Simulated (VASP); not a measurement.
# SiSe2 (Ibam) in VASP: further runs

The runs below take SiSe2 through single point, relaxation of cell and atoms, with PBE+D3(BJ).

All numbers are computed with VASP 6.6.1; they aren't measurements. Logs are shortened: lines on timing, memory, paths and dates and some standing lists are left out, and cuts for length are marked.

**1. The cell of the first run**

Symmetry: Ibam, No. 72, orthorhombic system. The conventional cell has a = 5.850 Å, b = 9.504 Å, c = 5.837 Å, α = 90.00°, β = 90.00°, γ = 90.00°. Within 3.0 Å of Si (site symmetry 222) lie 4 Se at 2.29 Å and 2 Si at 2.92 Å. Se (site symmetry m) has 2 Si at 2.29 Å within 3.0 Å.

**2. Single point, PBE+D3(BJ)**

INCAR

```
SYSTEM = SiSe2
  ALGO = Normal
  EDIFF = 1E-6
  ENCUT = 500
  GGA = PE
  GGA_COMPAT = .False.
  ISIF = 2
  ISMEAR = 0
  IVDW = 12
  LASPH = .True.
  LCHARG = .False.
  LREAL = .False.
  LWAVE = .False.
  NBANDS = 25
  NELM = 120
  PREC = Accurate
  SIGMA = 0.02
```

KPOINTS

```
k-points
0
Gamma
  6 6 6
  0 0 0
```

POSCAR

```
SiSe2
1.0
   -2.9250317313      4.7519660242      2.9184616666
    2.9250317313     -4.7519660242      2.9184616666
    2.9250317313      4.7519660242     -2.9184616666
Si Se
2 4
Direct
    0.7500000000      0.7500000000      0.0000000000
    0.2500000000      0.2500000000      0.0000000000
    0.1261810405      0.2228206306      0.3490016711
    0.8738189595      0.7771793694      0.6509983289
    0.3738189595      0.7228206306      0.0966395901
    0.6261810405      0.2771793694      0.9033604099
```

Potentials or basis: VASP PAW PBE potentials, release 64 (Si, Se).

Launch:

```console
$ cat potpaw_PBE.64/Si/POTCAR potpaw_PBE.64/Se/POTCAR > POTCAR
$ mpirun -np 1 vasp_std > vasp.out
```

OUTCAR:

```text
SYSTEM = SiSe2
   EDIFF = 1E-6
   ENCUT = 500
   GGA = PE
   ISIF = 2
   ISMEAR = 0
   IVDW = 12
   LASPH = .True.
   LREAL = .False.
   NELM = 120
   PREC = Accurate
 IVDW          = 12

 ion  position               nearest neighbor table
   1  0.750  0.750  0.000-   3 2.29   4 2.29   5 2.29   6 2.29   2 2.92   2 2.92
   2  0.250  0.250  0.000-   3 2.29   4 2.29   5 2.29   6 2.29   1 2.92   1 2.92
   3  0.126  0.223  0.349-   1 2.29   2 2.29
   4  0.874  0.777  0.651-   1 2.29   2 2.29
   5  0.374  0.723  0.097-   1 2.29   2 2.29
   6  0.626  0.277  0.903-   1 2.29   2 2.29

  LATTYP: Found a body centered orthorhombic cell.
 ALAT       =     5.8369233332
 B/A-ratio  =     1.0022512082
 C/A-ratio  =     1.6282434265

  Lattice vectors:

 A1 = (   2.9250317313,   4.7519660242,  -2.9184616666)
 A2 = (  -2.9250317313,   4.7519660242,   2.9184616666)
 A3 = (   2.9250317313,  -4.7519660242,   2.9184616666)

Analysis of symmetry for initial positions (statically):
=====================================================================
 Subroutine PRICEL returns:
 Original cell was already a primitive cell.

 Routine SETGRP: Setting up the symmetry group for a
 body centered orthorhombic supercell.

 Subroutine GETGRP returns: Found  8 space group operations
 (whereof  4 operations were pure point group operations)
 out of a pool of  8 trial point group operations.

The static configuration has the point symmetry C_2h.
 The point group associated with its full space group is D_2h.

Analysis of symmetry for dynamics (positions and initial velocities):
=====================================================================
 Subroutine PRICEL returns:
 Original cell was already a primitive cell.

 Routine SETGRP: Setting up the symmetry group for a
 body centered orthorhombic supercell.

 Subroutine GETGRP returns: Found  8 space group operations
 (whereof  4 operations were pure point group operations)
 out of a pool of  8 trial point group operations.

The dynamic configuration has the point symmetry C_2h.
 The point group associated with its full space group is D_2h.

 Subroutine INISYM returns: Found  8 space group operations
 (whereof  4 operations are pure point group operations),
 and found     1 'primitive' translations

----------------------------------------------------------------------------------------

                                     Primitive cell

  volume of cell :     162.2624

  direct lattice vectors                    reciprocal lattice vectors
    -2.925031731  4.751966024  2.918461667     0.000000000  0.105219608  0.171323134
     2.925031731 -4.751966024  2.918461667     0.170938317  0.000000000  0.171323134
     2.925031731  4.751966024 -2.918461667     0.170938317  0.105219608  0.000000000

  length of vectors
     6.297174781  6.297174781  6.297174781     0.201054177  0.242015546  0.200726366

  position of ions in fractional coordinates (direct lattice)
     0.750000000  0.750000000  0.000000000
     0.250000000  0.250000000  0.000000000
     0.126181041  0.222820631  0.349001671
     0.873818959  0.777179369  0.650998329
     0.373818959  0.722820631  0.096639590
     0.626181041  0.277179369  0.903360410

  ion indices of the primitive-cell ions
   primitive index   ion index
                 1           1
                 2           2
                 3           3
                 4           4
                 5           5
                 6           6

----------------------------------------------------------------------------------------

 KPOINTS: k-points

Automatic generation of k-mesh.
 Grid dimensions read from file:
 generate k-points for:    6    6    6

 Generating k-lattice:

  Cartesian coordinates                     Fractional coordinates (reciprocal lattice)
     0.000000000  0.017536601  0.028553856     0.166666667 -0.000000000  0.000000000
     0.028489719  0.000000000  0.028553856    -0.000000000  0.166666667  0.000000000
     0.028489719  0.017536601  0.000000000     0.000000000  0.000000000  0.166666667

  Length of vectors
     0.033509030  0.040335924  0.033454394

  Shift w.r.t. Gamma in fractional coordinates (k-lattice)
     0.000000000  0.000000000  0.000000000

 Subroutine IBZKPT returns following result:
 ===========================================

 Found     46 irreducible k-points:

 Following reciprocal coordinates:
            Coordinates               Weight
  0.000000  0.000000  0.000000      1.000000
  0.166667  0.000000 -0.000000      4.000000
  0.333333  0.000000 -0.000000      4.000000
  0.500000  0.000000  0.000000      2.000000
  0.000000  0.166667  0.000000      4.000000
  0.166667  0.166667 -0.000000      8.000000
[... 16 lines left out ...]
 -0.166667  0.166667  0.166667      2.000000
  0.166667  0.333333  0.166667      4.000000
 [... further k-points ...]
   k-points           NKPTS =     46   k-points in BZ     NKDIM =     46   number of bands    NBANDS=     25
   number of dos      NEDOS =    301   number of ions     NIONS =      6
   total plane-waves  NPLWV = 110592
   dimension x,y,z NGX =    48 NGY =   48 NGZ =   48
   dimension x,y,z NGXF=    96 NGYF=   96 NGZF=   96
   ions per type =               2   4
   NGX,Y,Z   is equivalent  to a cutoff of  12.67, 12.67, 12.67 a.u.
   NGXF,Y,Z  is equivalent  to a cutoff of  25.34, 25.34, 25.34 a.u.
 SYSTEM =  SiSe2
   PREC   = accura    normal or accurate (medium, high low for compatibility)
   ISTART =      0    job   : 0-new  1-cont  2-samecut
   ICHARG =      2    charge: 1-file 2-atom 10-const
   ISPIN  =      1    spin polarized calculation?
   LNONCOLLINEAR =      F non collinear calculations
   LSORBIT =      F    spin-orbit coupling
   LASPH  =      T    aspherical Exc in radial PAW
   ENCUT  =  500.0 eV  36.75 Ry    6.06 a.u.  11.48 11.48 11.48*2*pi/ulx,y,z
   NELM   =    120;   NELMIN=  2; NELMDL= -5     # of ELM steps
   EDIFF  = 0.1E-05   stopping-criterion for ELM
   LREAL  =      F    real-space projection
   EDIFFG = 0.1E-04   stopping-criterion for IOM
   NSW    =      0    number of steps for IOM
   IBRION =     -1    ionic relax: 0-MD 1-quasi-New 2-CG
   NFREE  =      0    steps in history (QN), initial steepest desc. (CG)
   ISIF   =      2    stress and relaxation
   ISYM   =      2    0-nonsym 1-usesym 2-fastsym
   POTIM  = 0.5000    time-step for ionic-motion
   TEBEG  =    0.0;   TEEND  =   0.0 temperature during run
   PSTRESS=    0.0 pullay stress
   NELECT =      32.0000    total number of electrons
   NUPDOWN=      -1.0000    fix difference up-down
   EMIN   =  10.00;   EMAX   =-10.00  energy-range for DOS
   EFERMI =   0.00;   METHOD = LEGACY
   ISMEAR =     0;   SIGMA  =   0.02  broadening in eV -4-tet -1-fermi 0-gaus
   EFERMI_NEDOS =   21; number of points for ismear=-14 and -15
   IALGO  =     38    algorithm
   IMIX   =      4    mixing-type and parameters
     AMIX     =   0.40;   BMIX     =  1.00
     AMIX_MAG =   1.60;   BMIX_MAG =  1.00
  volume/ion in A,a.u.               =      27.04       182.50
  Fermi-wavevector in a.u.,A,eV,Ry     =   0.952911  1.800740 12.354617  0.908039
  Thomas-Fermi vector in A             =   2.081517
   LORBIT       =      0    0 simple, 1 ext, 2 COOP (PROOUT), +10 PAW based schemes
   GGA     = PE    functional components
   LHFCALC =     F    Hartree Fock is set to
   AEXX    =    0.0000 exact exchange contribution
   IVDW    =    12    specifies the selected vdW correction
   LEPSILON=     F    determine dielectric tensor
   LRPA    =     F    only Hartree local field effects (RPA)
 non-spin polarized calculation
 Gauss-broadening in eV      SIGMA  =   0.02
  energy-cutoff  :      500.00
  volume of cell :      162.26
 maximum number of plane-waves:      4151
 NGX is ok and might be reduce to    48
   NGX = 23   NGY = 23   NGZ = 23

 number of electron      32.0000000 magnetization

 Free energy of the ion-electron system (eV)
  ---------------------------------------------------
  ext. energy  EPLUGINS =         0.00000000
  ---------------------------------------------------
  free energy    TOTEN  =       -27.39477942 eV

  energy without entropy =      -27.39477942  energy(sigma->0) =      -27.39477942

 E-fermi :   2.3247     XC(G=0):  -8.4473

 val. band max:        2.2159000358   @ k =  -0.3333   0.3333   0.3333
 cond. band min:       3.7350895542   @ k =   0.5000   0.5000   0.5000
 fundamental gap:      1.5191895185
 Fermi energy:         2.3247373269

 k-point     1 :       0.0000    0.0000    0.0000
  band No.  band energies     occupation
      1     -12.2445      2.00000
      2     -10.4085      2.00000
      3     -10.1174      2.00000
      4      -9.8453      2.00000
      5      -5.3090      2.00000
      6      -4.3153      2.00000
[... 17 lines left out ...]
     24       8.3986      0.00000
     25       8.8430      0.00000

 k-point     2 :       0.1667    0.0000   -0.0000
  band No.  band energies     occupation
      1     -12.1440      2.00000
      2     -10.5588      2.00000
      3     -10.1300      2.00000
      4      -9.8936      2.00000
      5      -5.1904      2.00000
      6      -4.2685      2.00000
[... 17 lines left out ...]
     24       8.0583      0.00000
     25       8.6433      0.00000

 k-point     3 :       0.3333    0.0000   -0.0000
  band No.  band energies     occupation
      1     -11.8561      2.00000
      2     -10.9468      2.00000
      3     -10.1393      2.00000
      4     -10.0017      2.00000
      5      -4.8418      2.00000
      6      -4.2469      2.00000
[... 552 lines left out ...]
 k-point    23 :      -0.1667    0.1667    0.1667
  band No.  band energies     occupation
      1     -12.1322      2.00000
      2     -10.4309      2.00000
      3     -10.2185      2.00000
      4      -9.9584      2.00000
      5      -5.3285      2.00000
      6      -4.1308      2.00000
[... 17 lines left out ...]
     24       8.3088      0.00000
     25       8.6249      0.00000

 k-point    24 :       0.1667    0.3333    0.1667
  band No.  band energies     occupation
      1     -11.3664      2.00000
      2     -11.3664      2.00000
      3     -10.1779      2.00000
      4     -10.1779      2.00000
      5      -4.5062      2.00000
      6      -4.5062      2.00000
[... 17 lines left out ...]
     24       7.5145      0.00000
     25       9.8508      0.00000

 [... further k-points ...]

------------------------ aborting loop because EDIFF is reached ----------------------------------------

 Edisp (eV)   -1.69231

 E8    (eV) :    -0.6947

  FORCE on cell =-STRESS in cart. coord.  units (eV):
  Direction    XX          YY          ZZ          XY          YZ          ZX
  --------------------------------------------------------------------------------------
  -------------------------------------------------------------------------------------
  Total       0.13750     0.10756     0.14324    -0.00000     0.00000     0.00000
  in kB       1.35765     1.06207     1.41432    -0.00000     0.00000     0.00000
  external pressure =        1.28 kB  Pullay stress =        0.00 kB

 VOLUME and BASIS-vectors are now :
 -----------------------------------------------------------------------------
  energy-cutoff  :      500.00
  volume of cell :      162.26
      direct lattice vectors                 reciprocal lattice vectors
    -2.925031731  4.751966024  2.918461667     0.000000000  0.105219608  0.171323134
     2.925031731 -4.751966024  2.918461667     0.170938317  0.000000000  0.171323134
     2.925031731  4.751966024 -2.918461667     0.170938317  0.105219608  0.000000000

 POSITION                                       TOTAL-FORCE (eV/Angst)
 -----------------------------------------------------------------------------------
      0.00000      0.00000      4.37769        -0.000000     -0.000000      0.000000
      0.00000      0.00000      1.45923        -0.000000     -0.000000      0.000000
      1.30351      1.19922      0.00000         0.024596      0.023632     -0.000000
      1.62152      3.55275      2.91846        -0.024596     -0.023632     -0.000000
      1.30351     -1.19922      2.91846         0.024596     -0.023632     -0.000000
      1.62152      5.95118      0.00000        -0.024596      0.023632     -0.000000
 -----------------------------------------------------------------------------------
    total drift:                                0.000000     -0.000000     -0.000000

  FREE ENERGIE OF THE ION-ELECTRON SYSTEM (eV)
  ---------------------------------------------------
  free  energy   TOTEN  =       -29.0870935190 eV

  energy  without entropy=      -29.0870935190  energy(sigma->0) =      -29.08709352
```

Run time: 90 s. Hardware: 1 thread of Intel Xeon 6975P-C (Granite Rapids), shared host; peak memory 0.4 GiB.

Results:

```yaml
Free_energy: -29.0871 eV
Pressure: 0.1 GPa
Largest_force: 0.034 eV/Å
Band_gap_on_the_k_mesh: 1.52 eV (least direct gap 1.78 eV)
Dispersion_energy_per_atom: -0.282 eV
```

Forces on the atoms (eV/Å):
```
Si   0.000  0.000  0.000
Si   0.000  0.000  0.000
Se   0.025  0.024  0.000
Se  -0.025 -0.024  0.000
Se   0.025 -0.024  0.000
Se  -0.025  0.024  0.000
```

A k mesh can miss the band edges.

**3. Relaxation of cell and atoms, PBE+D3(BJ)**

This run uses another cell than the first one, of 30.51 Å³/atom.

INCAR

```
PREC = Accurate
ENCUT = 500
EDIFF = 1E-7
ISMEAR = 0
SIGMA = 0.02
LREAL = F
LASPH = T
NELM = 120
ALGO = Normal
ISIF = 3
LWAVE = F
LCHARG = F
GGA = PE
IVDW = 12
IBRION = 2
NSW = 100
EDIFFG = -0.005
GGA_COMPAT = F
NELMIN = 4
```

KPOINTS

```
regular mesh
0
Gamma
  6 6 6
```

POSCAR

```
SiSe2
1.0
   -3.1120167935      5.0102208757      2.9354492816
    3.1120167935     -5.0102208757      2.9354492816
    3.1120167935      5.0102208757     -2.9354492816
Si Se
2 4
Direct
    0.7500000000      0.7500000000      0.0000000000
    0.2500000000      0.2500000000      0.0000000000
    0.1206518800      0.2032192000      0.3238710800
    0.8793481200      0.7967808000      0.6761289200
    0.3793481200      0.7032192000      0.0825673300
    0.6206518800      0.2967808000      0.9174326700
```

Potentials or basis: VASP PAW PBE potentials, release 64 (Si, Se).

Launch:

```console
$ cat potpaw_PBE.64/Si/POTCAR potpaw_PBE.64/Se/POTCAR > POTCAR
$ mpirun -np 1 vasp_std > vasp.out
```

Wall time 22 min (1 thread of Intel Xeon 6975P-C (Granite Rapids), shared host); peak memory 0.44 GiB.

It converged, with:

```
Free energy                           : -29.0880 eV
Relaxed volume                        : 27.11 Å³/atom
Relaxed cell                          : a = 6.293 Å, b = 6.293 Å, c = 6.293 Å, α = 124.26°, β = 82.41°, γ = 124.69°
Space group after relaxing (to 0.1 Å) : Ibam (No. 72)
Energy gained by relaxing             : 14.4 meV/atom
Ionic steps                           : 32
Pressure after relaxing               : 0.0 GPa
Largest force after relaxing          : 0.005 eV/Å
Band gap on the k mesh                : 1.51 eV (least direct gap 1.75 eV)
Dispersion energy per atom            : -0.281 eV
```

Forces on the atoms (eV/Å):
```
Si   0.000  0.000  0.000
Si   0.000  0.000  0.000
Se   0.003 -0.004  0.000
Se  -0.003  0.004  0.000
Se   0.003  0.004  0.000
Se  -0.003 -0.004  0.000
```

Step by step:
| step | energy change (eV) | largest force (eV/Å) | pressure (GPa) | volume (Å³) |
| --- | --- | --- | --- | --- |
| 1 | 0.0000 | 0.3575 | 0.28 | 183.08 |
| 2 | -0.0082 | 0.0328 | -0.98 | 184.50 |
| 3 | -0.0098 | 0.0776 | -0.62 | 184.09 |
| 4 | -0.0221 | 0.0683 | -0.56 | 181.76 |
| 5 | -0.0518 | 0.0498 | -0.30 | 174.87 |
| 6 | -0.0680 | 0.0562 | 0.58 | 161.62 |
| 7 | -0.0703 | 0.0540 | 0.30 | 165.38 |
| 8 | -0.0795 | 0.0876 | -0.12 | 163.80 |
| 9 | -0.0807 | 0.1384 | -0.32 | 163.01 |
| 10 | -0.0835 | 0.0555 | 0.19 | 161.07 |
| 11 | -0.0836 | 0.0552 | 0.10 | 161.41 |
| 12 | -0.0844 | 0.0519 | 0.03 | 161.60 |
| 13 | -0.0851 | 0.0527 | -0.15 | 162.05 |
| 14 | -0.0855 | 0.0356 | -0.08 | 161.98 |
| 15 | -0.0859 | 0.0226 | 0.03 | 161.85 |
| 16 | -0.0856 | 0.0737 | 0.25 | 161.60 |
| 17 | -0.0860 | 0.0315 | 0.09 | 161.79 |
| 18 | -0.0863 | 0.0188 | 0.05 | 161.90 |
| 19 | -0.0864 | 0.0044 | -0.02 | 162.11 |
| 20 | -0.0865 | 0.0005 | 0.01 | 162.08 |
| 21 | -0.0865 | 0.0035 | 0.02 | 162.06 |
| 22 | -0.0865 | 0.0049 | 0.03 | 162.05 |
| 23 | -0.0865 | 0.0028 | 0.02 | 162.08 |
| 24 | -0.0865 | 0.0031 | 0.00 | 162.16 |
| 25 | -0.0865 | 0.0150 | -0.03 | 162.32 |
| 26 | -0.0865 | 0.0080 | -0.01 | 162.22 |
| 27 | -0.0865 | 0.0069 | -0.01 | 162.24 |
| 28 | -0.0866 | 0.0038 | 0.00 | 162.29 |
| 29 | -0.0867 | 0.0036 | 0.01 | 162.40 |
| 30 | -0.0867 | 0.0162 | 0.04 | 162.61 |
| 31 | -0.0867 | 0.0116 | 0.03 | 162.53 |
| 32 | -0.0867 | 0.0047 | -0.02 | 162.69 |

Final structure:
```
CELL_PARAMETERS angstrom
-2.94147 4.73428 2.92060
2.94147 -4.73428 2.92060
2.94147 4.73428 -2.92060
ATOMIC_POSITIONS crystal
Si 0.75000 0.75000 0.00000
Si 0.25000 0.25000 0.00000
Se 0.12668 0.22190 0.34859
Se 0.87332 0.77809 0.65141
Se 0.37332 0.72191 0.09522
Se 0.62668 0.27809 0.90478
```

Levels at points of the mesh, in eV from the valence-band top:
```
           k point  band 13  band 14  band 15  band 16  band 17  band 18  band 19  band 20
(0.00, 0.00, 0.00)    -1.31    -0.84    -0.52    -0.34     2.66     2.86     2.91     5.31
(0.50, 0.00, 0.00)    -1.31    -1.31    -0.60    -0.60     2.56     2.56     4.30     4.30
(0.00, 0.50, 0.00)    -0.96    -0.96    -0.51    -0.51     2.33     2.33     3.84     3.84
(0.50, 0.50, 0.00)    -1.80    -1.18    -0.88    -0.08     2.90     4.04     4.08     4.21
(0.50, 0.50, 0.50)    -2.06    -1.93    -1.37    -0.24     1.51     3.10     3.46     4.42
```

A k mesh can miss the band edges.

**4. Single point, PBE+D3(BJ)**

INCAR

```
ALGO = Normal
EDIFF = 1E-6
ENCUT = 500
GGA = PE
GGA_COMPAT = F
ISIF = 2
ISMEAR = 0
IVDW = 12
LASPH = T
LCHARG = F
LREAL = F
LWAVE = F
NBANDS = 25
NELM = 120
PREC = Accurate
SIGMA = 0.02
```

KPOINTS

```
k-points
0
Gamma
  8 8 8
```

POSCAR

```
SiSe2
1.0
   -2.9250317313      4.7519660242      2.9184616666
    2.9250317313     -4.7519660242      2.9184616666
    2.9250317313      4.7519660242     -2.9184616666
Si Se
2 4
Direct
    0.7500000000      0.7500000000      0.0000000000
    0.2500000000      0.2500000000      0.0000000000
    0.1261810405      0.2228206306      0.3490016711
    0.8738189595      0.7771793694      0.6509983289
    0.3738189595      0.7228206306      0.0966395901
    0.6261810405      0.2771793694      0.9033604099
```

Launch:

```console
$ cat potpaw_PBE.64/Si/POTCAR potpaw_PBE.64/Se/POTCAR > POTCAR
$ mpirun -np 1 vasp_std > vasp.out
```

It took 2.5 min on 1 thread of Intel Xeon 6975P-C (Granite Rapids), shared host; peak memory 0.5 GiB.

Results (log left out):

* Free energy: -29.0871 eV
* Pressure: 0.1 GPa
* Largest force: 0.034 eV/Å
* Band gap on the k mesh: 1.51 eV (least direct gap 1.78 eV)
* Dispersion energy per atom: -0.282 eV

Forces in eV/Å, atoms in the order of the input:
```
Si   0.000  0.000  0.000
Si   0.000  0.000  0.000
Se   0.025  0.024  0.000
Se  -0.025 -0.024  0.000
Se   0.025 -0.024  0.000
Se  -0.025  0.024  0.000
```

Levels at points of the mesh, in eV from the valence-band top:
```tsv
k point	band 13	band 14	band 15	band 16	band 17	band 18	band 19	band 20
(0.00, 0.00, 0.00)	-1.33	-0.86	-0.52	-0.36	2.64	2.84	2.91	5.29
(0.50, 0.00, 0.00)	-1.33	-1.33	-0.62	-0.62	2.56	2.56	4.29	4.29
(0.00, 0.50, 0.00)	-0.98	-0.98	-0.51	-0.51	2.32	2.32	3.83	3.83
(0.50, 0.50, 0.00)	-1.82	-1.18	-0.90	-0.08	2.91	4.05	4.10	4.20
(0.50, 0.50, 0.50)	-2.08	-1.93	-1.36	-0.27	1.51	3.08	3.45	4.41
```

A k mesh can miss the band edges.

**5. The runs side by side**

| task | cell | k mesh | gap on the mesh (eV) | pressure (GPa) | largest force (eV/Å) |
| --- | --- | --- | --- | --- | --- |
| single point | a = 6.297 Å, angles 124.6, 82.0, 124.8°, 6 atoms, atomic positions A | 6 × 6 × 6 | 1.52 | 0.1 | 0.03 |
| relaxation of cell and atoms | relaxed from a = 6.588 Å, angles 123.6, 81.0, 127.1°, 6 atoms, atomic positions B | 6 × 6 × 6 | 1.51 | 0.0 | - |
| single point | a = 6.297 Å, angles 124.6, 82.0, 124.8°, 6 atoms, atomic positions A | 8 × 8 × 8 | 1.51 | 0.1 | 0.03 |

Alike in all rows: level PBE+D3(BJ); potentials or basis VASP PAW PBE potentials, release 64 (Si, Se); no spin polarisation; cutoff (eV) 500; smearing gaussian 0.02 eV.

Total energies depend on the potentials used, so only differences within one code and one set of settings carry meaning.
